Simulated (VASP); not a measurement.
# MgS (Niningerite) (Fm-3m) in VASP: a series of runs, part 2 of 2

VASP 6.6.1. Earlier steps stand in the parts before.

### 4 Single point, PBE-based screened hybrid

POSCAR reads:

```
MgS
1.0
    0.0000000000      2.6015177399      2.6015177399
    2.6015177399      0.0000000000      2.6015177399
    2.6015177399      2.6015177399      0.0000000000
Mg S
1 1
Direct
    0.0000000000      0.0000000000      0.0000000000
    0.5000000000      0.5000000000      0.5000000000
```

INCAR.step1 reads:

```
SYSTEM = MgS
PREC = Accurate
ENCUT = 520
EDIFF = 1E-5
ISMEAR = 0
SIGMA = 0.01
LREAL = .FALSE.
LASPH = .TRUE.
NELM = 80
ALGO = Normal
ISIF = 2
LWAVE = .TRUE.
LCHARG = .FALSE.
NBANDS = 11
GGA = PE
```

INCAR.step2 reads:

```
SYSTEM = MgS
PREC = Accurate
ENCUT = 520
EDIFF = 1E-7
ISMEAR = 0
SIGMA = 0.01
LREAL = .FALSE.
LASPH = .TRUE.
NELM = 80
ALGO = Normal
ISIF = 2
LWAVE = .FALSE.
LCHARG = .FALSE.
GGA = PE
LHFCALC = .TRUE.
AEXX = 1.0
HFSCREEN = 0.5
PRECFOCK = Normal
NBANDS = 11
ISTART = 1
ALDAC = 1.0
AGGAC = 1.0
```

KPOINTS reads:

```
regular mesh
0
G
  4 4 4
  0 0 0
```

Potentials or basis: VASP PAW PBE potentials, release 64 (Mg, S).

On the command line:

```bash
> cat potpaw_PBE.64/Mg/POTCAR potpaw_PBE.64/S/POTCAR > POTCAR
> cp INCAR.step1 INCAR
> mpirun -np 1 vasp_std > vasp.out
> cp INCAR.step2 INCAR
> mpirun -np 1 vasp_std > vasp.out
```

OUTCAR:

```text
SYSTEM = MgS
   PREC = Accurate
   ENCUT = 520
   EDIFF = 1E-7
   ISMEAR = 0
   LREAL = .FALSE.
   LASPH = .TRUE.
   NELM = 80
   ISIF = 2
   GGA = PE
   LHFCALC = .TRUE.
   AEXX = 1.0
   HFSCREEN = 0.5
   PRECFOCK = Normal
   ISTART = 1

 ion  position               nearest neighbor table
   1  0.000  0.000  0.000-   2 2.60   2 2.60   2 2.60   2 2.60   2 2.60   2 2.60
   2  0.500  0.500  0.500-   1 2.60   1 2.60   1 2.60   1 2.60   1 2.60   1 2.60

  LATTYP: Found a face centered cubic cell.
 ALAT       =     5.2030354798

  Lattice vectors:

 A1 = (   0.0000000000,   2.6015177399,   2.6015177399)
 A2 = (   2.6015177399,   0.0000000000,   2.6015177399)
 A3 = (   2.6015177399,   2.6015177399,   0.0000000000)

Analysis of symmetry for initial positions (statically):
=====================================================================
 Subroutine PRICEL returns:
 Original cell was already a primitive cell.

 Routine SETGRP: Setting up the symmetry group for a
 face centered cubic supercell.

 Subroutine GETGRP returns: Found 48 space group operations
 (whereof 48 operations were pure point group operations)
 out of a pool of 48 trial point group operations.

The static configuration has the point symmetry O_h .

Analysis of symmetry for dynamics (positions and initial velocities):
=====================================================================
 Subroutine PRICEL returns:
 Original cell was already a primitive cell.

 Routine SETGRP: Setting up the symmetry group for a
 face centered cubic supercell.

 Subroutine GETGRP returns: Found 48 space group operations
 (whereof 48 operations were pure point group operations)
 out of a pool of 48 trial point group operations.

The dynamic configuration has the point symmetry O_h .

 Subroutine INISYM returns: Found 48 space group operations
 (whereof 48 operations are pure point group operations),
 and found     1 'primitive' translations

----------------------------------------------------------------------------------------

                                     Primitive cell

  volume of cell :      35.2136

  direct lattice vectors                    reciprocal lattice vectors
     0.000000000  2.601517740  2.601517740    -0.192195499  0.192195499  0.192195499
     2.601517740  0.000000000  2.601517740     0.192195499 -0.192195499  0.192195499
     2.601517740  2.601517740  0.000000000     0.192195499  0.192195499 -0.192195499

  length of vectors
     3.679101671  3.679101671  3.679101671     0.332892369  0.332892369  0.332892369

  position of ions in fractional coordinates (direct lattice)
     0.000000000  0.000000000  0.000000000
     0.500000000  0.500000000  0.500000000

  ion indices of the primitive-cell ions
   primitive index   ion index
                 1           1
                 2           2

----------------------------------------------------------------------------------------

 KPOINTS: regular mesh

Automatic generation of k-mesh.
 Grid dimensions read from file:
 generate k-points for:    4    4    4

 Generating k-lattice:

  Cartesian coordinates                     Fractional coordinates (reciprocal lattice)
[... 30 lines left out ...]
   ions per type =               1   1
   NGX,Y,Z   is equivalent  to a cutoff of  12.65, 12.65, 12.65 a.u.
   NGXF,Y,Z  is equivalent  to a cutoff of  25.30, 25.30, 25.30 a.u.
 SYSTEM =  MgS
   PREC   = accura    normal or accurate (medium, high low for compatibility)
   ISTART =      1    job   : 0-new  1-cont  2-samecut
   ICHARG =      0    charge: 1-file 2-atom 10-const
   ISPIN  =      1    spin polarized calculation?
   LNONCOLLINEAR =      F non collinear calculations
   LSORBIT =      F    spin-orbit coupling
   LASPH  =      T    aspherical Exc in radial PAW
   ENCUT  =  520.0 eV  38.22 Ry    6.18 a.u.   6.84  6.84  6.84*2*pi/ulx,y,z
   NELM   =     80;   NELMIN=  2; NELMDL=  0     # of ELM steps
   EDIFF  = 0.1E-06   stopping-criterion for ELM
   LREAL  =      F    real-space projection
   EDIFFG = 0.1E-05   stopping-criterion for IOM
   NSW    =      0    number of steps for IOM
   IBRION =     -1    ionic relax: 0-MD 1-quasi-New 2-CG
   NFREE  =      0    steps in history (QN), initial steepest desc. (CG)
   ISIF   =      2    stress and relaxation
   ISYM   =      3    0-nonsym 1-usesym 2-fastsym
   POTIM  = 0.5000    time-step for ionic-motion
   TEBEG  =    0.0;   TEEND  =   0.0 temperature during run
   PSTRESS=    0.0 pullay stress
   NELECT =       8.0000    total number of electrons
   NUPDOWN=      -1.0000    fix difference up-down
   EMIN   =  10.00;   EMAX   =-10.00  energy-range for DOS
   EFERMI =   0.00;   METHOD = LEGACY
   ISMEAR =     0;   SIGMA  =   0.01  broadening in eV -4-tet -1-fermi 0-gaus
   EFERMI_NEDOS =   21; number of points for ismear=-14 and -15
   IALGO  =     38    algorithm
   IMIX   =      1    mixing-type and parameters
     AMIX     =   0.40;   BMIX     =  1.00
     AMIX_MAG =   1.60;   BMIX_MAG =  1.00
  volume/ion in A,a.u.               =      17.61       118.82
  Fermi-wavevector in a.u.,A,eV,Ry     =   0.998929  1.887702 13.576703  0.997860
  Thomas-Fermi vector in A             =   2.131185
   LORBIT       =      0    0 simple, 1 ext, 2 COOP (PROOUT), +10 PAW based schemes
   GGA     = PE    functional components
   LHFCALC =     T    Hartree Fock is set to
   PRECFOCK=normal    Normal, Fast or Accurate (Low or Medium for compatibility)
   ENCUT4O =  -1.0   cutoff for four orbital integrals eV
   NKREDX  =     1    reduce k-point grid by
   NKREDY  =     1    reduce k-point grid by
   NKREDZ  =     1    reduce k-point grid by
   AEXX    =    1.0000 exact exchange contribution
   HFSCREEN=    0.5000 screening length (either q_TF or 0.3 A-1)
   HFSCREENC=   0.5000 screening length for correlation (either q_TF or 0.3 A-1)
   ENCUTFOCK=  -1.0 apply spherical cutoff to Coloumb kernel
   IVDW    =     0    specifies the selected vdW correction
   LEPSILON=     F    determine dielectric tensor
   LRPA    =     F    only Hartree local field effects (RPA)
 non-spin polarized calculation
 Gauss-broadening in eV      SIGMA  =   0.01
  energy-cutoff  :      520.00
  volume of cell :       35.21
 maximum number of plane-waves:       960
  NGX = 24; NGY = 24; NGZ = 24

 number of electron       8.0000000 magnetization

 Free energy of the ion-electron system (eV)
  ---------------------------------------------------
  ext. energy  EPLUGINS =         0.00000000
  ---------------------------------------------------
  free energy    TOTEN  =       -11.73303389 eV

  energy without entropy =      -11.73303389  energy(sigma->0) =      -11.73303389

 E-fermi :   2.3537     XC(G=0):  -4.8031

 val. band max:        2.2761441674   @ k =   0.0000   0.0000   0.0000
 cond. band min:       6.9469524506   @ k =   0.5000   0.5000   0.0000
 fundamental gap:      4.6708082832
 Fermi energy:         2.3537368593

 k-point     1 :       0.0000    0.0000    0.0000
  band No.  band energies     occupation
      1     -14.1760      2.00000
      2       2.2761      2.00000
      3       2.2761      2.00000
      4       2.2761      2.00000
      5       8.2923      0.00000
      6      12.5374      0.00000
      7      12.5374      0.00000
      8      12.5374      0.00000
      9      15.3728      0.00000
     10      15.3728      0.00000
     11      17.3136      0.00000
[... 85 lines left out ...]
 k-point     8 :      -0.2500    0.5000    0.2500
  band No.  band energies     occupation
      1     -12.0750      2.00000
      2      -1.5214      2.00000
      3      -1.5214      2.00000
      4      -0.3904      2.00000
      5       9.6894      0.00000
      6      12.6121      0.00000
      7      12.6121      0.00000
      8      12.8702      0.00000
      9      20.0009      0.00000
     10      20.0009      0.00000
     11      21.5324      0.00000

------------------------ aborting loop because EDIFF is reached ----------------------------------------

  FORCE on cell =-STRESS in cart. coord.  units (eV):
  Direction    XX          YY          ZZ          XY          YZ          ZX
  --------------------------------------------------------------------------------------
  -------------------------------------------------------------------------------------
  Total       -0.6737055     -0.6737055     -0.6737055      0.0000000     -0.0000000     -0.0000000
  in kB      -30.6528120    -30.6528120    -30.6528120      0.0000000     -0.0000000     -0.0000000
  external PRESSURE =     -30.6528120 kB  Pullay stress =       0.0000000 kB

 VOLUME and BASIS-vectors are now :
 -----------------------------------------------------------------------------
  energy-cutoff  :      520.00
  volume of cell :       35.21
      direct lattice vectors                 reciprocal lattice vectors
     0.000000000  2.601517740  2.601517740    -0.192195499  0.192195499  0.192195499
     2.601517740  0.000000000  2.601517740     0.192195499 -0.192195499  0.192195499
     2.601517740  2.601517740  0.000000000     0.192195499  0.192195499 -0.192195499

 POSITION                                       TOTAL-FORCE (eV/Angst)
 -----------------------------------------------------------------------------------
      0.00000      0.00000      0.00000         0.000000     -0.000000     -0.000000
      2.60152      2.60152      2.60152         0.000000      0.000000      0.000000
 -----------------------------------------------------------------------------------
    total drift:                                0.000000      0.000000      0.000000

  FREE ENERGIE OF THE ION-ELECTRON SYSTEM (eV)
  ---------------------------------------------------
  free  energy   TOTEN  =       -11.7330338863 eV

  energy  without entropy=      -11.7330338863  energy(sigma->0) =      -11.73303389
```

Run time: 6.3 min. Hardware: 1 thread of AMD EPYC 7R13, shared host; peak memory 0.24 GiB.

What came out:

```
Free energy            : -11.7330 eV
Pressure               : -3.1 GPa
Band gap on the k mesh : 4.67 eV, indirect (least direct gap 6.02 eV)
```

Caveat: the k points lie up to 0.52 Å⁻¹ apart; the PAW data sets were made with another functional, which shifts forces and pressure a little.

### 5 Summary

| level | screening parameter | share of exact exchange | gap on the mesh (eV) | pressure (GPa) |
| --- | --- | --- | --- | --- |
| HSE06 | 0.2079 1/Å | - | 3.75 | -0.4 |
| PBE-based screened hybrid | 0.5 1/Å | 0.2 | 3.12 | 0.4 |
| PBE-based screened hybrid | 0.5 1/Å | 1 | 4.67 | -3.1 |

Alike in all rows: task single point; potentials or basis VASP PAW PBE potentials, release 64 (Mg, S); no spin polarisation; cell as given; k mesh 4 × 4 × 4; cutoff (eV) 520; smearing gaussian 0.01 eV.

Caveats: all runs use coarse meshes; the PAW data sets were made with another functional, which shifts forces and pressure a little.

Total energies depend on the potentials used, so only differences within one code and one set of settings carry meaning.
